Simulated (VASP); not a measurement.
Ni:

```
Ni
1.0
     0.00000    1.74908    1.74908
     1.74908    0.00000    1.74908
     1.74908    1.74908    0.00000
Ni
1
Direct
  0.00000 0.00000 0.00000
```

This cell differs from its parent crystal: volume scaled by 1.02.

Base run:

| Quantity | Value |
| --- | --- |
| Program | VASP 6.6.1 |
| Functional | PBE |
| Potentials or basis | VASP PAW PBE potentials, release 64 (Ni) |
| Cutoff | 520 eV |
| k mesh | 13 × 13 × 13 |
| Occupations | fermi-dirac, width 0.05 eV |
| Spin | collinear spin, ferromagnetic start |
| Starting moments | [1.0] μB |

Its results: pressure 3.5 GPa; net moment 0.62 μB per cell; site moments Ni +0.63 μB.

The run is repeated on the same cell with these changes: functional from PBE to PBEsol. What comes out?

Pressure -6.5 GPa; net moment 0.63 μB per cell; site moments Ni +0.63 μB.

PBEsol binds more tightly than PBE, so the same cell stands under less pressure.

Caveats: the PAW data sets were made with another functional, which shifts forces and pressure a little (some runs).
